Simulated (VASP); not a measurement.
Write the native input for VASP 6.6.1 that does the following.

```
Task                   : single point
Functional             : LDA
Potentials or basis    : VASP PAW LDA potentials, release 64 (Pb_d)
Cutoff                 : 520 eV
k mesh                 : 9 × 9 × 9
Occupations            : fermi-dirac, width 0.05 eV
Spin                   : no spin polarisation
Dipole correction      : no
Further INCAR settings : ALGO = Normal; EDIFF = 1e-06; NBANDS = 13
```

The structure of Pb lies in POSCAR:

```
Pb
1.0
    0.0000000000      2.4244952108      2.4244952108
    2.4244952108      0.0000000000      2.4244952108
    2.4244952108      2.4244952108      0.0000000000
Pb
1
Direct
    0.0000000000      0.0000000000      0.0000000000
```

These files were run (other wordings do the same):

INCAR

```
SYSTEM = Pb
PREC = Accurate
ENCUT = 520
EDIFF = 1E-6
ISMEAR = -1
SIGMA = 0.05
LREAL = .FALSE.
LASPH = .TRUE.
NELM = 80
ALGO = Normal
ISIF = 2
LWAVE = .FALSE.
LCHARG = .FALSE.
NBANDS = 13
```

KPOINTS

```
Automatic mesh
0
G
  9 9 9
  0 0 0
```

Potentials or basis: VASP PAW LDA potentials, release 64 (Pb_d).

The run is started by

```bash
$ cat potpaw_LDA.64/Pb_d/POTCAR > POTCAR
$ mpirun -np 1 vasp_std > vasp.out
```

It gave:

```
Pressure               : 1.1 GPa
Band gap on the k mesh : zero (band 7 reaches 15.57 eV, above the bottom of band 8 at 6.05 eV)
```

Caveat: spin-orbit coupling is left out, which moves the levels of the heavy elements.

It took 5.9 s on 1 thread of Intel(R) Xeon(R) 6975P-C (Granite Rapids) (shared host), peak memory 0.14 GiB.
